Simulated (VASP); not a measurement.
# HCl in VASP: a series of runs

HCl is run at these levels: PBE+D3(BJ); tasks: single point.

Everything below comes from runs of VASP 6.6.1. Logs are shortened: lines on timing, memory, paths and dates and some standing lists are left out, and cuts for length are marked.

## (1) The cell of the first run

The cell holds an amorphous packing of atoms, 20 atoms: a = 7.990 Å, b = 7.990 Å, c = 7.990 Å, α = 90.00°, β = 90.00°, γ = 90.00°.

## (2) Single point, PBE+D3(BJ)

INCAR reads:

```
PREC = Accurate ; ENCUT = 400
EDIFF = 1E-6 ; ISMEAR = -1
SIGMA = 0.05 ; LREAL = False
LASPH = True ; NELM = 120
ALGO = Normal ; ISIF = 2
LWAVE = False ; LCHARG = False
GGA = PE ; IVDW = 12
NBANDS = 56 ; GGA_COMPAT = False
```

KPOINTS reads:

```
regular mesh
0
Gamma
  1 1 1
```

POSCAR reads:

```
HCl
1.0
    7.9895700000      0.0000000000      0.0000000000
    0.0000000000      7.9895700000      0.0000000000
    0.0000000000      0.0000000000      7.9895700000
Cl H
10 10
Direct
    0.2544066827      0.1829760550      0.3188281722
    0.0827328630      0.6018596746      0.4627032494
    0.6498597547      0.2142293015      0.1330985272
    0.3717221327      0.0972142431      0.8131351249
    0.4544800283      0.8204196221      0.4676597113
    0.7707423553      0.7964258402      0.9568099410
    0.2671983599      0.6681836444      0.0868882806
    0.6473815237      0.4416758349      0.6375311813
    0.8808859551      1.0192288196      0.4942944364
    0.0200511417      0.3359379791      0.8778194571
    0.4134265048      0.2067195106      0.2839076446
   -0.0239687493      0.7279490636      0.4884743484
    0.5997444168      0.1723872499     -0.0165590889
    0.4225634171     -0.0172850354      0.7027662315
    0.3632235527      0.9429043115      0.3938760159
    0.6653424402      0.7008887838      0.8719868529
    0.1464409224      0.6213350656      0.1857421613
    0.8020581834      0.3936507221      0.6727395842
    0.7705921595      0.9922436376      0.3771792474
    0.0192000320      0.4967351184      0.9250184929
```

Potentials or basis: VASP PAW PBE potentials, release 64 (Cl, H).

Launch:

```
cat potpaw_PBE.64/Cl/POTCAR potpaw_PBE.64/H/POTCAR > POTCAR
mpirun -np 1 vasp_gam > vasp.out
```

OUTCAR:

```text
PREC = Accurate
   ENCUT = 400
   EDIFF = 1E-6
   ISMEAR = -1
   LREAL = False
   LASPH = True
   NELM = 120
   ISIF = 2
   GGA = PE
   IVDW = 12
 IVDW          = 12

 ion  position               nearest neighbor table
   1  0.254  0.183  0.319-  11 1.31
   2  0.083  0.602  0.463-  12 1.34
   3  0.650  0.214  0.133-  13 1.30
   4  0.372  0.097  0.813-  14 1.33
   5  0.454  0.820  0.468-  15 1.36
   6  0.771  0.796  0.957-  16 1.32
   7  0.267  0.668  0.087-  17 1.30
   8  0.647  0.442  0.638-  18 1.32
   9  0.881  0.019  0.494-  19 1.30
  10  0.020  0.336  0.878-  20 1.34
  11  0.413  0.207  0.284-   1 1.31
  12  0.976  0.728  0.488-   2 1.34
  13  0.600  0.172  0.983-   3 1.30
  14  0.423  0.983  0.703-   4 1.33
  15  0.363  0.943  0.394-   5 1.36
  16  0.665  0.701  0.872-   6 1.32
  17  0.146  0.621  0.186-   7 1.30
  18  0.802  0.394  0.673-   8 1.32
  19  0.771  0.992  0.377-   9 1.30
  20  0.019  0.497  0.925-  10 1.34

  LATTYP: Found a simple cubic cell.
 ALAT       =     7.9895700000

  Lattice vectors:

 A1 = (   7.9895700000,   0.0000000000,   0.0000000000)
 A2 = (   0.0000000000,   7.9895700000,   0.0000000000)
 A3 = (   0.0000000000,   0.0000000000,   7.9895700000)

Analysis of symmetry for initial positions (statically):
=====================================================================
 Subroutine PRICEL returns:
 Original cell was already a primitive cell.

 Routine SETGRP: Setting up the symmetry group for a
 simple cubic supercell.

 Subroutine GETGRP returns: Found  1 space group operations
 (whereof  1 operations were pure point group operations)
 out of a pool of 48 trial point group operations.

The static configuration has the point symmetry C_1 .

Analysis of symmetry for dynamics (positions and initial velocities):
=====================================================================
 Subroutine PRICEL returns:
 Original cell was already a primitive cell.

 Routine SETGRP: Setting up the symmetry group for a
 simple cubic supercell.

 Subroutine GETGRP returns: Found  1 space group operations
 (whereof  1 operations were pure point group operations)
 out of a pool of 48 trial point group operations.

The dynamic configuration has the point symmetry C_1 .

 Subroutine INISYM returns: Found  1 space group operations
 (whereof  1 operations are pure point group operations),
 and found     1 'primitive' translations

----------------------------------------------------------------------------------------

                                     Primitive cell

  volume of cell :     510.0000

  direct lattice vectors                    reciprocal lattice vectors
     7.989570000  0.000000000  0.000000000     0.125163181  0.000000000  0.000000000
     0.000000000  7.989570000  0.000000000     0.000000000  0.125163181  0.000000000
     0.000000000  0.000000000  7.989570000     0.000000000  0.000000000  0.125163181

  length of vectors
     7.989570000  7.989570000  7.989570000     0.125163181  0.125163181  0.125163181

  position of ions in fractional coordinates (direct lattice)
     0.254406683  0.182976055  0.318828172
     0.082732863  0.601859675  0.462703249
     0.649859755  0.214229301  0.133098527
     0.371722133  0.097214243  0.813135125
     0.454480028  0.820419622  0.467659711
     0.770742355  0.796425840  0.956809941
     0.267198360  0.668183644  0.086888281
     0.647381524  0.441675835  0.637531181
     0.880885955  0.019228820  0.494294436
     0.020051142  0.335937979  0.877819457
     0.413426505  0.206719511  0.283907645
     0.976031251  0.727949064  0.488474348
     0.599744417  0.172387250  0.983440911
     0.422563417  0.982714965  0.702766232
     0.363223553  0.942904312  0.393876016
     0.665342440  0.700888784  0.871986853
     0.146440922  0.621335066  0.185742161
     0.802058183  0.393650722  0.672739584
     0.770592159  0.992243638  0.377179247
     0.019200032  0.496735118  0.925018493

  ion indices of the primitive-cell ions
   primitive index   ion index
                 1           1
                 2           2
[... 62 lines left out ...]
     11      -8.4314      2.00000
     12      -8.1179      2.00000
     13      -7.9740      2.00000
     14      -7.9284      2.00000
     15      -7.8683      2.00000
     16      -7.7944      2.00000
     17      -7.7465      2.00000
     18      -7.6290      2.00000
     19      -7.4542      2.00000
     20      -7.4209      2.00000
     21      -4.8574      2.00000
     22      -4.7153      2.00000
     23      -4.6645      2.00000
     24      -4.6136      2.00000
     25      -4.5661      2.00000
     26      -4.4969      2.00000
     27      -4.4577      2.00000
     28      -4.4213      2.00000
     29      -4.3395      2.00000
     30      -4.2887      2.00000
     31      -4.1793      2.00000
     32      -4.1583      2.00000
     33      -4.0912      2.00000
     34      -4.0462      2.00000
     35      -3.9746      2.00000
     36      -3.8771      2.00000
     37      -3.7840      2.00000
     38      -3.7286      2.00000
     39      -3.6964      2.00000
     40      -3.6149      2.00000
     41       1.6990      0.00000
     42       2.8493      0.00000
     43       3.0448      0.00000
     44       3.1488      0.00000
     45       3.4022      0.00000
     46       3.4645      0.00000
     47       3.6134      0.00000
     48       3.7007      0.00000
     49       3.8334      0.00000
     50       3.9710      0.00000
     51       4.9877      0.00000
     52       5.1935      0.00000
 [bands above 52 left out]

------------------------ aborting loop because EDIFF is reached ----------------------------------------

 Edisp (eV)   -1.22294

 E8    (eV) :    -0.3612

  FORCE on cell =-STRESS in cart. coord.  units (eV):
  Direction    XX          YY          ZZ          XY          YZ          ZX
  --------------------------------------------------------------------------------------
  -------------------------------------------------------------------------------------
  Total      -2.46900    -4.75977    -1.89802     1.49166    -1.14498    -0.96645
  in kB      -7.75643   -14.95292    -5.96267     4.68607    -3.59699    -3.03613
  external pressure =       -9.56 kB  Pullay stress =        0.00 kB

 VOLUME and BASIS-vectors are now :
 -----------------------------------------------------------------------------
  energy-cutoff  :      400.00
  volume of cell :      510.00
      direct lattice vectors                 reciprocal lattice vectors
     7.989570000  0.000000000  0.000000000     0.125163181  0.000000000  0.000000000
     0.000000000  7.989570000  0.000000000     0.000000000  0.125163181  0.000000000
     0.000000000  0.000000000  7.989570000     0.000000000  0.000000000  0.125163181

 POSITION                                       TOTAL-FORCE (eV/Angst)
 -----------------------------------------------------------------------------------
      2.03260      1.46190      2.54730         0.214728     -0.074477      0.076653
      0.66100      4.80860      3.69680        -0.896416      0.515458      0.325212
      5.19210      1.71160      1.06340         0.200523      0.136588      0.102055
      2.96990      0.77670      6.49660         0.253722     -0.589134     -0.474275
      3.63110      6.55480      3.73640        -0.292642      0.818678     -0.308763
      6.15790      6.36310      7.64450        -0.500928     -0.518807     -0.461593
      2.13480      5.33850      0.69420        -0.108869     -0.027693     -0.278145
      5.17230      3.52880      5.09360         0.546603     -0.119681      0.104773
      7.03790      0.15363      3.94920        -0.183590     -0.143061     -0.201937
      0.16020      2.68400      7.01340        -0.091848      1.143799      0.256730
      3.30310      1.65160      2.26830        -0.243972      0.071675     -0.167374
      7.79807      5.81600      3.90270         0.619827     -0.598105     -0.171463
      4.79170      1.37730      7.85727        -0.198631     -0.094060      0.055755
      3.37610      7.85147      5.61480        -0.176061      0.458012      0.381817
      2.90200      7.53340      3.14690         0.424091     -0.648172      0.425413
      5.31580      5.59980      6.96680         0.570325      0.394581      0.390683
      1.17000      4.96420      1.48400         0.201033      0.094387      0.109830
      6.40810      3.14510      5.37490        -0.557893      0.202870     -0.035606
      6.15670      7.92760      3.01350         0.164928      0.065404      0.223799
      0.15340      3.96870      7.39050         0.055071     -1.088260     -0.353564
 -----------------------------------------------------------------------------------
    total drift:                               -0.000613      0.000032      0.000510

  FREE ENERGIE OF THE ION-ELECTRON SYSTEM (eV)
  ---------------------------------------------------
  free  energy   TOTEN  =       -62.8215499282 eV

  energy  without entropy=      -62.8215499282  energy(sigma->0) =      -62.82154993
```

Run time: 34 s. Hardware: 1 thread of Intel Xeon Platinum 8559C (Emerald Rapids), shared host; peak memory 0.36 GiB.

What came out:

```
Free energy                : -62.8215 eV
Pressure                   : -1.0 GPa
Largest force              : 1.176 eV/Å
Band gap on the k mesh     : 5.31 eV
Dispersion energy per atom : -0.061 eV
```

Forces on the atoms (eV/Å):
```
Cl   0.215 -0.074  0.077
Cl  -0.896  0.515  0.325
Cl   0.201  0.137  0.102
Cl   0.254 -0.589 -0.474
Cl  -0.293  0.819 -0.309
Cl  -0.501 -0.519 -0.462
Cl  -0.109 -0.028 -0.278
Cl   0.547 -0.120  0.105
Cl  -0.184 -0.143 -0.202
Cl  -0.092  1.144  0.257
H   -0.244  0.072 -0.167
H    0.620 -0.598 -0.171
H   -0.199 -0.094  0.056
H   -0.176  0.458  0.382
H    0.424 -0.648  0.425
H    0.570  0.395  0.391
H    0.201  0.094  0.110
H   -0.558  0.203 -0.036
H    0.165  0.065  0.224
H    0.055 -1.088 -0.354
```

Caveat: the k points lie up to 0.79 Å⁻¹ apart.

## (3) Single point, PBE+D3(BJ)

INCAR reads:

```
SYSTEM = HCl
PREC = Accurate ; ENCUT = 400
EDIFF = 1E-6 ; ISMEAR = -1
SIGMA = 0.05 ; LREAL = .False.
LASPH = .True. ; NELM = 120
ALGO = Normal ; ISIF = 2
LWAVE = .False. ; LCHARG = .False.
GGA = PE ; IVDW = 12
NBANDS = 56 ; GGA_COMPAT = .False.
```

KPOINTS reads:

```
regular mesh
0
Gamma
  1 1 1
  0 0 0
```

POSCAR reads:

```
HCl
1.0
    7.9895700000      0.0000000000      0.0000000000
    0.0000000000      7.9895700000      0.0000000000
    0.0000000000      0.0000000000      7.9895700000
Cl H
10 10
Direct
    0.2633057849      0.1767929939      0.3091780909
    0.0885154020      0.6005955264      0.4689989574
    0.6583333020      0.2281224146      0.1443757299
    0.3665779260      0.0900549091      0.7944232293
    0.4826167115      0.8361776666      0.4603626979
    0.7782396299      0.7872889279      0.9795145421
    0.2739822043      0.6587588569      0.0919573894
    0.6437142424      0.4454182140      0.6362420005
    0.8788332789      1.0275396548      0.4919664012
    0.0200135927      0.3272892033      0.8590074309
    0.3966296058      0.2779874261      0.3075134206
   -0.0106889357      0.7247574025      0.5123554835
    0.5474262069      0.1649150079      0.0454968165
    0.4167182965     -0.0343197444      0.7032293352
    0.4136267659      0.9692386449      0.3973430360
    0.6641659063      0.7360721541      0.8797720027
    0.1782073378      0.6897617769      0.2209380480
    0.7418171441      0.3743004943      0.7478750421
    0.7490891249      0.9471348270      0.4467950090
    0.0584637221      0.4830172337      0.9154435095
```

Potentials or basis: VASP PAW PBE potentials, release 64 (Cl, H).

Launch:

```
cat potpaw_PBE.64/Cl/POTCAR potpaw_PBE.64/H/POTCAR > POTCAR
mpirun -np 1 vasp_gam > vasp.out
```

Run time: 31 s. Hardware: 1 thread of Intel Xeon Platinum 8559C (Emerald Rapids), shared host; peak memory 0.34 GiB.

The run converged. Its results:

* Free energy: -62.7893 eV
* Pressure: -0.4 GPa
* Largest force: 1.543 eV/Å
* Band gap on the k mesh: 5.39 eV
* Dispersion energy per atom: -0.061 eV

Forces in eV/Å, atoms in the order of the input:
```
Cl   0.625  0.699  0.081
Cl  -0.498  0.390  0.263
Cl   0.081  0.146  0.110
Cl  -0.061  0.043  0.217
Cl   0.309 -0.489  0.154
Cl   0.244  0.130  0.155
Cl  -0.059  0.049 -0.201
Cl   0.140 -0.102  0.330
Cl   0.833  0.276  0.289
Cl   0.258  1.422  0.540
H   -0.718 -0.676 -0.060
H    0.350 -0.290 -0.140
H   -0.075 -0.112 -0.220
H    0.118 -0.060 -0.069
H   -0.264  0.379 -0.220
H   -0.202 -0.189 -0.200
H    0.100 -0.160 -0.034
H   -0.125  0.240 -0.346
H   -0.744 -0.335 -0.216
H   -0.311 -1.361 -0.438
```

Stress tensor (GPa, compression positive):
```
 0.01 -0.08 -0.10
-0.08 -0.92 -0.20
-0.10 -0.20 -0.16
```

Levels at points of the mesh, in eV from the valence-band top:
| k point | band 37 | band 38 | band 39 | band 40 | band 41 | band 42 | band 43 | band 44 |
| --- | --- | --- | --- | --- | --- | --- | --- | --- |
| (0.00, 0.00, 0.00) | -0.23 | -0.14 | -0.05 | 0.00 | 5.39 | 6.51 | 6.62 | 6.77 |

Caveat: the k points lie up to 0.79 Å⁻¹ apart.

## (4) Single point, PBE+D3(BJ)

INCAR is that of step 3.

KPOINTS reads:

```
Automatic mesh
0
Gamma
  1 1 1
  0 0 0
```

POSCAR reads:

```
HCl
1.0
    7.9895700000      0.0000000000      0.0000000000
    0.0000000000      7.9895700000      0.0000000000
    0.0000000000      0.0000000000      7.9895700000
Cl H
10 10
Direct
    0.2618789246      0.1909614660      0.2949094882
    0.0822322102      0.6098951508      0.4857457911
    0.6529763179      0.2398877537      0.1470917709
    0.3519713827      0.0628319171      0.7884279129
    0.4921916949      0.8422355646      0.4567705146
    0.7632450808      0.7879898418      0.9888391991
    0.2788135031      0.6472438442      0.0853612898
    0.6526133446      0.4412502801      0.6530889647
    0.8767305374      1.0250739401      0.4925296355
    0.0209898655      0.3067123763      0.8681067942
    0.3696569402      0.3115311587      0.3272766870
    0.0727072921      0.7662865461      0.5261734987
    0.5643983343      0.1749530951      0.0277862263
    0.4556565622     -0.0342070975      0.7167219262
    0.4059167139      0.9784631714      0.4118369324
    0.6842420806      0.7117529479      0.8749907692
    0.1726375762      0.6078549909      0.2046918670
    0.8133854513      0.4062045892      0.6887729878
    0.7327928787      0.9429794094      0.4845817735
    0.1440878545      0.4138270270      0.9137162576
```

Launch:

```
cat potpaw_PBE.64/Cl/POTCAR potpaw_PBE.64/H/POTCAR > POTCAR
mpirun -np 1 vasp_gam > vasp.out
```

Wall time 31 s (1 thread of Intel Xeon Platinum 8559C (Emerald Rapids), shared host); peak memory 0.36 GiB.

Results (log left out):

```
Free energy                : -62.7446 eV
Pressure                   : -0.6 GPa
Largest force              : 1.346 eV/Å
Band gap on the k mesh     : 5.22 eV
Dispersion energy per atom : -0.061 eV
```

Forces in eV/Å, atoms in the order of the input:
```
Cl   0.191  0.493  0.311
Cl   0.000 -0.199  0.059
Cl   0.076  0.009 -0.129
Cl  -0.449  0.464  0.551
Cl  -0.360  0.218 -0.273
Cl   0.383  0.472  0.534
Cl  -0.282 -0.260  0.127
Cl   0.922 -0.116  0.198
Cl  -0.103 -0.169  0.101
Cl   1.002  0.813  0.383
H   -0.352 -0.598 -0.178
H   -0.135  0.140 -0.054
H    0.006  0.026  0.026
H    0.469 -0.409 -0.311
H    0.348 -0.389  0.029
H   -0.353 -0.539 -0.591
H    0.270  0.210 -0.231
H   -0.997  0.241 -0.139
H    0.385  0.276 -0.071
H   -1.022 -0.683 -0.340
```

Stress tensor (GPa, compression positive):
```
-0.74 -0.31 -0.50
-0.31 -0.75  0.13
-0.50  0.13 -0.18
```

Levels at points of the mesh, in eV from the valence-band top:
| k point | band 37 | band 38 | band 39 | band 40 | band 41 | band 42 | band 43 | band 44 |
| --- | --- | --- | --- | --- | --- | --- | --- | --- |
| (0.00, 0.00, 0.00) | -0.31 | -0.21 | -0.03 | 0.00 | 5.22 | 6.45 | 6.55 | 6.73 |

Caveat: the k points lie up to 0.79 Å⁻¹ apart.

## (5) Single point, PBE+D3(BJ)

INCAR reads:

```
SYSTEM = HCl
PREC     = Accurate       ! precision mode
ENCUT    = 400            ! plane-wave cutoff, eV
EDIFF    = 1E-6           ! SCF threshold, eV
ISMEAR   = -1             ! smearing method
SIGMA    = 0.05           ! smearing width, eV
LREAL    = .False.        ! projectors in reciprocal space
LASPH    = .True.         ! aspherical terms in the spheres
NELM     = 120            ! most SCF steps
ALGO     = Normal         ! electronic algorithm
ISIF     = 2              ! what is computed and relaxed
LWAVE    = .False.        ! write WAVECAR
LCHARG   = .False.        ! write CHGCAR
GGA      = PE             ! functional
IVDW     = 12             ! dispersion correction
NBANDS   = 56             ! bands
GGA_COMPAT= .False.
```

KPOINTS is that of step 4.

POSCAR reads:

```
HCl
1.0
    7.9895700000      0.0000000000      0.0000000000
    0.0000000000      7.9895700000      0.0000000000
    0.0000000000      0.0000000000      7.9895700000
Cl H
10 10
Direct
    0.2694012319      0.1789708332      0.2852594070
    0.1088794516      0.6393585637      0.5027930164
    0.6461549245      0.2282851267      0.1366781942
    0.3805085881      0.0711177197      0.8073025207
    0.4862714764      0.8327106465      0.4512257856
    0.7731955537      0.7653853712      0.9964866695
    0.2335920456      0.6352031461      0.0758614043
    0.6288448565      0.4426145587      0.6665690394
    0.8915248255      1.0385790474      0.5357735147
    0.0017522845      0.3158618048      0.8593829205
    0.4154791810      0.2394246499      0.2351190364
    0.0390884616      0.7897671589      0.4957713619
    0.5587034096      0.1503460136      0.0119405675
    0.4315000682     -0.0154826856      0.6847677660
    0.4141399349      0.9558086355      0.3604449301
    0.7631950155      0.6878718129      0.8522361028
    0.0888032773      0.6728897801      0.1422604721
    0.7866005304      0.4657947799      0.6318738055
    0.7427558680      0.9904663205      0.4768592052
    0.0925331401      0.4451053060      0.8958679879
```

Launch:

```
cat potpaw_PBE.64/Cl/POTCAR potpaw_PBE.64/H/POTCAR > POTCAR
mpirun -np 1 vasp_gam > vasp.out
```

Run time: 33 s. Hardware: 1 thread of Intel Xeon Platinum 8559C (Emerald Rapids), shared host; peak memory 0.35 GiB.

Results (log left out):

| Item | Value |
| --- | --- |
| Free energy | -62.7834 eV |
| Pressure | -0.6 GPa |
| Largest force | 1.276 eV/Å |
| Band gap on the k mesh | 5.30 eV |
| Dispersion energy per atom | -0.061 eV |

Forces in eV/Å, atoms in the order of the input:
```
Cl  -0.151 -0.062  0.142
Cl  -0.556  0.461  0.043
Cl  -0.494 -0.540 -1.037
Cl  -0.494  0.639  0.988
Cl  -0.010  0.681 -0.519
Cl  -0.017 -0.143 -0.462
Cl  -0.318  0.140  0.052
Cl   0.256  0.235 -0.177
Cl  -0.725 -0.252 -0.345
Cl   0.017 -0.018 -0.068
H   -0.090 -0.073  0.082
H    0.203 -0.509  0.127
H    0.764  0.540  0.764
H    0.490 -0.656 -0.827
H    0.168 -0.458  0.450
H   -0.028  0.154  0.514
H    0.433 -0.156 -0.220
H   -0.243 -0.162  0.064
H    0.699  0.116  0.294
H    0.096  0.062  0.133
```

Stress tensor (GPa, compression positive):
```
-0.54 -0.06 -0.66
-0.06 -0.82  0.06
-0.66  0.06 -0.48
```

Levels at points of the mesh, in eV from the valence-band top:
| k point | band 37 | band 38 | band 39 | band 40 | band 41 | band 42 | band 43 | band 44 |
| --- | --- | --- | --- | --- | --- | --- | --- | --- |
| (0.00, 0.00, 0.00) | -0.31 | -0.23 | -0.05 | 0.00 | 5.30 | 6.47 | 6.60 | 6.73 |

Caveat: the k points lie up to 0.79 Å⁻¹ apart.
